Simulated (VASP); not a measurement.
A run of VASP 6.6.1:

The input INCAR:

```
SYSTEM = GaP
ALGO     = Normal         ! electronic algorithm
EDIFF    = 1E-6           ! SCF threshold, eV
ENCUT    = 500            ! plane-wave cutoff, eV
GGA      = PS             ! functional
GGA_COMPAT= .False.      
ISIF     = 2              ! what is computed and relaxed
ISMEAR   = 0              ! smearing method
LASPH    = .True.         ! aspherical terms in the spheres
LCHARG   = .True.         ! write CHGCAR
LELF     = .True.         ! ELF
LREAL    = .False.        ! projectors in reciprocal space
LVHAR    = .True.       
LWAVE    = .False.        ! write WAVECAR
NBANDS   = 16             ! bands
NELM     = 120            ! most SCF steps
PREC     = Accurate       ! precision mode
SIGMA    = 0.02           ! smearing width, eV
```

KPOINTS

```
k-points
0
Gamma
  10 10 10
  0 0 0
```

File POSCAR:

```
GaP
1.0
    0.0000000000      2.7192244449      2.7192244449
    2.7192244449      0.0000000000      2.7192244449
    2.7192244449      2.7192244449      0.0000000000
Ga P
1 1
Direct
    0.0000000000      0.0000000000      0.0000000000
    0.7500000000      0.7500000000      0.7500000000
```

Potentials or basis: VASP PAW PBE potentials, release 64 (Ga_d, P).

Run with:

```bash
$ cat potpaw_PBE.64/Ga_d/POTCAR potpaw_PBE.64/P/POTCAR > POTCAR
$ mpirun -np 1 vasp_std > vasp.out
```

Hardware: 1 thread of Intel(R) Xeon(R) Platinum 8259CL CPU @ 2.50GHz (Skylake/Cascade Lake), with other jobs on the host.

Q: How long does it take, and how much memory?

A: Run time: 23 s on 1 thread of Intel(R) Xeon(R) Platinum 8259CL CPU @ 2.50GHz (Skylake/Cascade Lake), with other jobs on the host, peak memory 0.17 GiB. Counts: scf iterations 12, k points 47.
